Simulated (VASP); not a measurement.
Zn3Ir: relaxation of cell and atoms with LDA

The system is Zn3Ir.

```
CELL_PARAMETERS angstrom
6.28683 0.00000 0.00000
0.00000 6.28683 0.00000
0.00000 0.00000 6.84039
ATOMIC_POSITIONS crystal
Zn 0.00000 0.50000 0.50000
Zn 0.50000 0.00000 0.00000
Zn 0.50000 0.00000 0.50000
Zn 0.00000 0.50000 0.00000
Zn 0.34491 0.65509 0.26627
Zn 0.65509 0.34491 0.26627
Zn 0.15509 0.15509 0.76627
Zn 0.84491 0.84491 0.76627
Zn 0.65509 0.34491 0.73373
Zn 0.34491 0.65509 0.73373
Zn 0.84491 0.84491 0.23373
Zn 0.15509 0.15509 0.23373
Ir 0.13814 0.86186 0.50000
Ir 0.86186 0.13814 0.50000
Ir 0.36186 0.36186 0.00000
Ir 0.63814 0.63814 0.00000
```

| Quantity | Value |
| --- | --- |
| Program | VASP 6.6.1 |
| Task | relaxation of cell and atoms |
| Functional | LDA |
| Potentials or basis | VASP PAW LDA potentials, release 64 (Zn, Ir) |
| Cutoff | 600 eV |
| k mesh | 6 × 6 × 6 |
| Occupations | methfessel-paxton, width 0.1 eV |
| Spin | no spin polarisation |
| Further INCAR settings | ALGO = Normal; EDIFF = 1e-07; IBRION = 2; EDIFFG = -0.005; NSW = 90; ISIF = 3 |

```yaml
Relaxed_volume: 16.89 Å³/atom
Relaxed_cell: a = 6.285 Å, b = 6.285 Å, c = 6.842 Å, α = 90.00°, β = 90.00°, γ = 90.00°
Space_group_after_relaxing_to_0.1_Å: P4_2/mnm (No. 136)
Energy_gained_by_relaxing: 0.0 meV/atom
Ionic_steps: 9
Pressure_after_relaxing: 0.0 GPa
Largest_force_after_relaxing: 0.005 eV/Å
Band_gap_on_the_k_mesh: zero (bands 90 and 91 overlap by 0.90 eV)
```

Forces in eV/Å, atoms in the order of the input:
```
Zn   0.000  0.000  0.000
Zn   0.000  0.000  0.000
Zn   0.000  0.000  0.000
Zn   0.000  0.000  0.000
Zn  -0.003  0.003 -0.003
Zn   0.003 -0.003 -0.003
Zn   0.003  0.003 -0.003
Zn  -0.003 -0.003 -0.003
Zn   0.003 -0.003  0.003
Zn  -0.003  0.003  0.003
Zn  -0.003 -0.003  0.003
Zn   0.003  0.003  0.003
Ir   0.002 -0.002  0.000
Ir  -0.002  0.002  0.000
Ir  -0.002 -0.002  0.000
Ir   0.002  0.002  0.000
```

Final structure:
```
Zn Ir
1.0
     6.28524    0.00000    0.00000
     0.00000    6.28524    0.00000
     0.00000    0.00000    6.84173
Zn Ir
12 4
Direct
  0.00000 0.50000 0.50000
  0.50000 0.00000 0.00000
  0.50000 0.00000 0.50000
  0.00000 0.50000 0.00000
  0.34488 0.65512 0.26621
  0.65512 0.34488 0.26621
  0.15512 0.15512 0.76621
  0.84488 0.84488 0.76621
  0.65512 0.34488 0.73379
  0.34488 0.65512 0.73379
  0.84488 0.84488 0.23379
  0.15512 0.15512 0.23379
  0.13812 0.86188 0.50000
  0.86188 0.13812 0.50000
  0.36188 0.36188 0.00000
  0.63812 0.63812 0.00000
```

Levels at points of the mesh, in eV from the Fermi level:
```
           k point  band 87  band 88  band 89  band 90  band 91  band 92  band 93  band 94
(0.00, 0.00, 0.00)    -0.68    -0.68    -0.62    -0.24    -0.09     0.71     0.90     0.90
(0.50, 0.00, 0.00)    -1.35    -1.35    -0.71    -0.71     0.55     0.55     0.59     0.59
(0.50, 0.50, 0.00)    -1.68    -1.68    -1.35    -1.35     0.02     0.02     1.49     1.49
(0.00, 0.00, 0.50)    -0.70    -0.70    -0.56    -0.56    -0.03    -0.03     0.26     0.26
(0.50, 0.00, 0.50)    -1.52    -1.52    -0.52    -0.52     0.12     0.12     1.51     1.51
(0.50, 0.50, 0.50)    -1.47    -1.47     0.81     0.81     1.75     1.75     1.85     1.85
```

It took 19 min on 4 MPI ranks on Intel(R) Xeon(R) 6975P-C (Granite Rapids) (shared host), peak memory 1 GiB a rank.

Caveat: spin-orbit coupling is left out, which moves the levels of the heavy elements.
